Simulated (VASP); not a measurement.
# B: single point with PBE

The system is B.

```xyz
2
Lattice="1.7810 0.0000 0.0000 -0.8905 1.5424 0.0000 0.0000 0.0000 9.5114" Properties=species:S:1:pos:R:3 pbc="T T T"
B     0.0000    1.0283    2.3778
B     0.8905    0.5141    7.1335
```

This isn't the form of B at room conditions, which is rhombohedral.

```json
{
 "Program": "VASP 6.6.1",
 "Task": "single point",
 "Functional": "PBE",
 "Potentials or basis": "VASP PAW PBE potentials, release 64 (B)",
 "Cutoff": "520 eV",
 "k mesh": "34 × 34 × 6",
 "Occupations": "fermi-dirac, width 0.1 eV",
 "Spin": "no spin polarisation",
 "Dipole correction": "no",
 "Further INCAR settings": "ALGO = Normal; EDIFF = 1e-06; NBANDS = 10"
}
```

The pressure is -14.0 GPa. The band gap on the k mesh is zero (bands 3 and 4 overlap by 9.91 eV).

Stress tensor (GPa, compression positive):
```
-20.98   0.00   0.00
  0.00 -20.98   0.00
  0.00   0.00  -0.16
```

Levels at points of the mesh, in eV from the Fermi level:
```csv
k point,band 2,band 3,band 4,band 5,band 6,band 7
"(0.00, 0.00, 0.00)",-16.08,-7.07,-6.68,2.13,5.35,7.56
"(0.50, 0.00, 0.00)",-8.08,0.55,0.57,5.13,5.21,11.87
"(0.00, 0.00, 0.50)",-16.09,-6.88,-6.88,3.25,3.25,10.83
"(0.50, 0.00, 0.50)",-8.08,0.56,0.56,5.17,5.17,12.06
```

It took 44 s on 1 thread of Intel(R) Xeon(R) 6975P-C (Granite Rapids) (shared host), peak memory 0.21 GiB.

Caveat: the cell stands under tension; this functional lacks dispersion, which binds the layers, so the pressure and a relaxed spacing across them are unreliable.
